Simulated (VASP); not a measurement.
# TaN in VASP: single point with PBE

Aim: the single point of TaN with PBE.

Program: VASP 6.6.1. These are calculated values, not measurements. Logs are shortened: lines on timing, memory, paths and dates and some standing lists are left out, and cuts for length are marked.

### Step 1. The cell of the first run

The cell holds a wire or tube with vacuum around it, 12 atoms: a = 11.700 Å, b = 12.400 Å, c = 6.843 Å, α = 90.00°, β = 90.00°, γ = 90.00°.

### Step 2. Single point, PBE

Input file INCAR:

```
SYSTEM = TaN
ALGO = Normal
EDIFF = 1E-6
ENCUT = 520
GGA = PE
GGA_COMPAT = .FALSE.
ISIF = 2
ISMEAR = 0
LASPH = .TRUE.
LCHARG = .FALSE.
LREAL = .FALSE.
LWAVE = .FALSE.
NBANDS = 66
NELM = 120
PREC = Accurate
SIGMA = 0.05
```

Input file KPOINTS:

```
k-points
0
G
  1 1 7
  0 0 0
```

Input file POSCAR:

```
TaN
1.0
   11.7000000000      0.0000000000      0.0000000000
    0.0000000000     12.4000000000      0.0000000000
    0.0000000000      0.0000000000      6.8426670666
Ta N
6 6
Direct
    0.6189537016      0.5000000000      0.0879917071
    0.5474568171      0.5000000000      0.5084700605
    0.4387006627      0.3816109309      0.2566910215
    0.4150314837      0.6037445320      0.8335957769
    0.4387006627      0.6183890691      0.2566910215
    0.4150314837      0.3962554680      0.8335957769
    0.3655732136      0.5000000000      0.0614462406
    0.5536006276      0.5000000000      0.8095152831
    0.6074150942      0.3913996520      0.2941512567
    0.4189946501      0.6342497323      0.5485169660
    0.6074150942      0.6086003480      0.2941512567
    0.4189946501      0.3657502677      0.5485169660
```

Potentials or basis: VASP PAW PBE potentials, release 64 (Ta_sv_GW, N).

Started as:

```console
cat potpaw_PBE.64/Ta_sv_GW/POTCAR potpaw_PBE.64/N/POTCAR > POTCAR
mpirun -np 1 vasp_std > vasp.out
```

OUTCAR:

```text
SYSTEM = TaN
   EDIFF = 1E-6
   ENCUT = 520
   GGA = PE
   ISIF = 2
   ISMEAR = 0
   LASPH = .TRUE.
   LREAL = .FALSE.
   NELM = 120
   PREC = Accurate

 ion  position               nearest neighbor table
   1  0.619  0.500  0.088-   9 1.95  11 1.95   8 2.05   5 2.82   3 2.82   2 3.00   6 3.22   4 3.22

   2  0.547  0.500  0.508-   8 2.06   9 2.11  11 2.11  10 2.26  12 2.26   5 2.60   3 2.60   1 3.00
                             6 3.00   4 3.00
   3  0.439  0.382  0.257-   9 1.99  12 2.02   7 2.16   2 2.60   1 2.82   6 2.91   5 2.94
   4  0.415  0.604  0.834-  10 1.99   8 2.08   7 2.10   6 2.57   5 2.91   2 3.00   1 3.22
   5  0.439  0.618  0.257-  11 1.99  10 2.02   7 2.16   2 2.60   1 2.82   4 2.91   3 2.94
   6  0.415  0.396  0.834-  12 1.99   8 2.08   7 2.10   4 2.57   3 2.91   2 3.00   1 3.22
   7  0.366  0.500  0.061-   4 2.10   6 2.10   5 2.16   3 2.16
   8  0.554  0.500  0.810-   1 2.05   2 2.06   4 2.08   6 2.08
   9  0.607  0.391  0.294-   1 1.95   3 1.99   2 2.11
  10  0.419  0.634  0.549-   4 1.99   5 2.02   2 2.26
  11  0.607  0.609  0.294-   1 1.95   5 1.99   2 2.11
  12  0.419  0.366  0.549-   6 1.99   3 2.02   2 2.26

  LATTYP: Found a simple orthorhombic cell.
 ALAT       =     6.8426670666
 B/A-ratio  =     1.7098596039
 C/A-ratio  =     1.8121588964

  Lattice vectors:

 A1 = (   0.0000000000,   0.0000000000,   6.8426670666)
 A2 = (  11.7000000000,   0.0000000000,   0.0000000000)
 A3 = (   0.0000000000,  12.4000000000,   0.0000000000)

Analysis of symmetry for initial positions (statically):
=====================================================================
 Subroutine PRICEL returns:
 Original cell was already a primitive cell.

 Routine SETGRP: Setting up the symmetry group for a
 simple orthorhombic supercell.

 Subroutine GETGRP returns: Found  2 space group operations
 (whereof  2 operations were pure point group operations)
 out of a pool of  8 trial point group operations.

The static configuration has the point symmetry C_1h.

Analysis of symmetry for dynamics (positions and initial velocities):
=====================================================================
 Subroutine PRICEL returns:
 Original cell was already a primitive cell.

 Routine SETGRP: Setting up the symmetry group for a
 simple orthorhombic supercell.

 Subroutine GETGRP returns: Found  2 space group operations
 (whereof  2 operations were pure point group operations)
 out of a pool of  8 trial point group operations.

The dynamic configuration has the point symmetry C_1h.

 Subroutine INISYM returns: Found  2 space group operations
 (whereof  2 operations are pure point group operations),
 and found     1 'primitive' translations

----------------------------------------------------------------------------------------

                                     Primitive cell

  volume of cell :     992.7341

  direct lattice vectors                    reciprocal lattice vectors
    11.700000000  0.000000000  0.000000000     0.085470085  0.000000000  0.000000000
     0.000000000 12.400000000  0.000000000     0.000000000  0.080645161  0.000000000
     0.000000000  0.000000000  6.842667067     0.000000000  0.000000000  0.146141846

  length of vectors
    11.700000000 12.400000000  6.842667067     0.085470085  0.080645161  0.146141846

  position of ions in fractional coordinates (direct lattice)
     0.618953702  0.500000000  0.087991707
     0.547456817  0.500000000  0.508470061
     0.438700663  0.381610931  0.256691022
     0.415031484  0.603744532  0.833595777
     0.438700663  0.618389069  0.256691022
     0.415031484  0.396255468  0.833595777
     0.365573214  0.500000000  0.061446241
     0.553600628  0.500000000  0.809515283
     0.607415094  0.391399652  0.294151257
     0.418994650  0.634249732  0.548516966
     0.607415094  0.608600348  0.294151257
     0.418994650  0.365750268  0.548516966

  ion indices of the primitive-cell ions
   primitive index   ion index
                 1           1
                 2           2
                 3           3
                 4           4
                 5           5
                 6           6
                 7           7
                 8           8
                 9           9
                10          10
                11          11
                12          12

----------------------------------------------------------------------------------------

 KPOINTS: k-points

Automatic generation of k-mesh.
 Grid dimensions read from file:
 generate k-points for:    1    1    7

 Generating k-lattice:

  Cartesian coordinates                     Fractional coordinates (reciprocal lattice)
     0.085470085  0.000000000  0.000000000     1.000000000  0.000000000  0.000000000
     0.000000000  0.080645161  0.000000000     0.000000000  1.000000000  0.000000000
     0.000000000  0.000000000  0.020877407     0.000000000  0.000000000  0.142857143

  Length of vectors
     0.085470085  0.080645161  0.020877407

  Shift w.r.t. Gamma in fractional coordinates (k-lattice)
     0.000000000  0.000000000  0.000000000

 Subroutine IBZKPT returns following result:
 ===========================================

 Found      4 irreducible k-points:

 Following reciprocal coordinates:
            Coordinates               Weight
  0.000000  0.000000  0.000000      1.000000
  0.000000  0.000000  0.142857      2.000000
  0.000000  0.000000  0.285714      2.000000
  0.000000  0.000000  0.428571      2.000000
   k-points           NKPTS =      4   k-points in BZ     NKDIM =      4   number of bands    NBANDS=     66
   number of dos      NEDOS =    301   number of ions     NIONS =     12
   total plane-waves  NPLWV = 466560
   dimension x,y,z NGX =    90 NGY =   96 NGZ =   54
   dimension x,y,z NGXF=   180 NGYF=  192 NGZF=  108
   ions per type =               6   6
   NGX,Y,Z   is equivalent  to a cutoff of  12.79, 12.87, 13.12 a.u.
   NGXF,Y,Z  is equivalent  to a cutoff of  25.58, 25.74, 26.24 a.u.
 SYSTEM =  TaN
   PREC   = accura    normal or accurate (medium, high low for compatibility)
   ISTART =      0    job   : 0-new  1-cont  2-samecut
   ICHARG =      2    charge: 1-file 2-atom 10-const
   ISPIN  =      1    spin polarized calculation?
   LNONCOLLINEAR =      F non collinear calculations
   LSORBIT =      F    spin-orbit coupling
   LASPH  =      T    aspherical Exc in radial PAW
   ENCUT  =  520.0 eV  38.22 Ry    6.18 a.u.  21.75 23.06 12.72*2*pi/ulx,y,z
   NELM   =    120;   NELMIN=  2; NELMDL= -5     # of ELM steps
   EDIFF  = 0.1E-05   stopping-criterion for ELM
   LREAL  =      F    real-space projection
   EDIFFG = 0.1E-04   stopping-criterion for IOM
   NSW    =      0    number of steps for IOM
   IBRION =     -1    ionic relax: 0-MD 1-quasi-New 2-CG
   NFREE  =      0    steps in history (QN), initial steepest desc. (CG)
   ISIF   =      2    stress and relaxation
   ISYM   =      2    0-nonsym 1-usesym 2-fastsym
   POTIM  = 0.5000    time-step for ionic-motion
   TEBEG  =    0.0;   TEEND  =   0.0 temperature during run
   PSTRESS=    0.0 pullay stress
   NELECT =     108.0000    total number of electrons
   NUPDOWN=      -1.0000    fix difference up-down
   EMIN   =  10.00;   EMAX   =-10.00  energy-range for DOS
   EFERMI =   0.00;   METHOD = LEGACY
   ISMEAR =     0;   SIGMA  =   0.05  broadening in eV -4-tet -1-fermi 0-gaus
   EFERMI_NEDOS =   21; number of points for ismear=-14 and -15
   IALGO  =     38    algorithm
   IMIX   =      4    mixing-type and parameters
     AMIX     =   0.40;   BMIX     =  1.00
     AMIX_MAG =   1.60;   BMIX_MAG =  1.00
  volume/ion in A,a.u.               =      82.73       558.28
  Fermi-wavevector in a.u.,A,eV,Ry     =   0.781517  1.476853  8.310014  0.610769
  Thomas-Fermi vector in A             =   1.885051
   LORBIT       =      0    0 simple, 1 ext, 2 COOP (PROOUT), +10 PAW based schemes
   GGA     = PE    functional components
   LHFCALC =     F    Hartree Fock is set to
   AEXX    =    0.0000 exact exchange contribution
   IVDW    =     0    specifies the selected vdW correction
   LEPSILON=     F    determine dielectric tensor
   LRPA    =     F    only Hartree local field effects (RPA)
 non-spin polarized calculation
 Gauss-broadening in eV      SIGMA  =   0.05
  energy-cutoff  :      520.00
  volume of cell :      992.73
 maximum number of plane-waves:     26742
 NGX is ok and might be reduce to    90
   NGX = 43   NGY = 47   NGZ = 25

 number of electron     107.9999996 magnetization

 Free energy of the ion-electron system (eV)
  ---------------------------------------------------
  ext. energy  EPLUGINS =         0.00000000
  ---------------------------------------------------
  free energy    TOTEN  =      -133.28906448 eV

  energy without entropy =     -133.28886504  energy(sigma->0) =     -133.28896476

 E-fermi :  -1.6820     XC(G=0):  -3.1867

 val. band max:       -1.7866016412   @ k =   0.0000   0.0000   0.4286
 cond. band min:      -1.5846101733   @ k =   0.0000   0.0000   0.0000
 fundamental gap:      0.2019914679
 Fermi energy:        -1.6820263029

 k-point     1 :       0.0000    0.0000    0.0000
  band No.  band energies     occupation
      1     -70.5292      2.00000
      2     -70.1760      2.00000
      3     -70.1362      2.00000
      4     -70.0493      2.00000
      5     -70.0096      2.00000
      6     -69.9985      2.00000
[... 58 lines left out ...]
     65       0.3410      0.00000
     66       0.5079      0.00000

 k-point     2 :       0.0000    0.0000    0.1429
  band No.  band energies     occupation
      1     -70.5292      2.00000
      2     -70.1761      2.00000
      3     -70.1363      2.00000
      4     -70.0493      2.00000
      5     -70.0095      2.00000
      6     -69.9985      2.00000
[... 58 lines left out ...]
     65       0.4104      0.00000
     66       0.4864      0.00000

 k-point     3 :       0.0000    0.0000    0.2857
  band No.  band energies     occupation
      1     -70.5291      2.00000
      2     -70.1762      2.00000
      3     -70.1363      2.00000
      4     -70.0492      2.00000
      5     -70.0094      2.00000
      6     -69.9985      2.00000
[... 58 lines left out ...]
     65       0.4997      0.00000
     66       0.5043      0.00000

 k-point     4 :       0.0000    0.0000    0.4286
  band No.  band energies     occupation
      1     -70.5291      2.00000
      2     -70.1763      2.00000
      3     -70.1364      2.00000
      4     -70.0491      2.00000
      5     -70.0093      2.00000
      6     -69.9986      2.00000
[... 58 lines left out ...]
     65       0.5217      0.00000
     66       0.6406      0.00000

------------------------ aborting loop because EDIFF is reached ----------------------------------------

  FORCE on cell =-STRESS in cart. coord.  units (eV):
  Direction    XX          YY          ZZ          XY          YZ          ZX
  --------------------------------------------------------------------------------------
  -------------------------------------------------------------------------------------
  Total       -0.3177678     -0.2645057     -0.0193858      0.0000000      0.0000000     -0.0410713
  in kB       -0.5128466     -0.4268867     -0.0312868      0.0000000      0.0000000     -0.0662852
  external PRESSURE =      -0.3236734 kB  Pullay stress =       0.0000000 kB

 VOLUME and BASIS-vectors are now :
 -----------------------------------------------------------------------------
  energy-cutoff  :      520.00
  volume of cell :      992.73
      direct lattice vectors                 reciprocal lattice vectors
    11.700000000  0.000000000  0.000000000     0.085470085  0.000000000  0.000000000
     0.000000000 12.400000000  0.000000000     0.000000000  0.080645161  0.000000000
     0.000000000  0.000000000  6.842667067     0.000000000  0.000000000  0.146141846

 POSITION                                       TOTAL-FORCE (eV/Angst)
 -----------------------------------------------------------------------------------
      7.24176      6.20000      0.60210         0.033457      0.000000     -0.072657
      6.40524      6.20000      3.47929         0.005175      0.000000      0.022301
      5.13280      4.73198      1.75645        -0.042853     -0.007829     -0.019895
      4.85587      7.48643      5.70402        -0.012158      0.023538      0.009597
      5.13280      7.66802      1.75645        -0.042853      0.007829     -0.019895
      4.85587      4.91357      5.70402        -0.012158     -0.023538      0.009597
      4.27721      6.20000      0.42046        -0.016704      0.000000      0.015130
      6.47713      6.20000      5.53924         0.013602      0.000000      0.004734
      7.10676      4.85336      2.01278         0.046708     -0.041322      0.022549
      4.90224      7.86470      3.75332        -0.009461      0.013962      0.002995
      7.10676      7.54664      2.01278         0.046708      0.041322      0.022549
      4.90224      4.53530      3.75332        -0.009461     -0.013962      0.002995
 -----------------------------------------------------------------------------------
    total drift:                                0.001066      0.000000     -0.000979

  FREE ENERGIE OF THE ION-ELECTRON SYSTEM (eV)
  ---------------------------------------------------
  free  energy   TOTEN  =      -133.2890644841 eV

  energy  without entropy=     -133.2888650383  energy(sigma->0) =     -133.28896476
```

It took 19 min on 1 thread of Intel Xeon Platinum 8259CL at 2.50GHz (Skylake/Cascade Lake), shared host; peak memory 0.96 GiB.

Results:

```
Free energy            : -133.2891 eV
Largest force          : 0.080 eV/Å
Band gap on the k mesh : 0.20 eV (least direct gap 0.29 eV)
```

Forces in eV/Å, atoms in the order of the input:
```
Ta   0.033  0.000 -0.073
Ta   0.005  0.000  0.022
Ta  -0.043 -0.008 -0.020
Ta  -0.012  0.024  0.010
Ta  -0.043  0.008 -0.020
Ta  -0.012 -0.024  0.010
N   -0.017  0.000  0.015
N    0.014  0.000  0.005
N    0.047 -0.041  0.023
N   -0.009  0.014  0.003
N    0.047  0.041  0.023
N   -0.009 -0.014  0.003
```

Levels at points of the mesh, in eV from the valence-band top:
```csv
k point,band 51,band 52,band 53,band 54,band 55,band 56,band 57,band 58
"(0.00, 0.00, 0.00)",-1.01,-0.30,-0.25,-0.09,0.20,0.74,0.74,1.12
```

Caveat: spin-orbit coupling is left out, which moves the levels of the heavy elements.
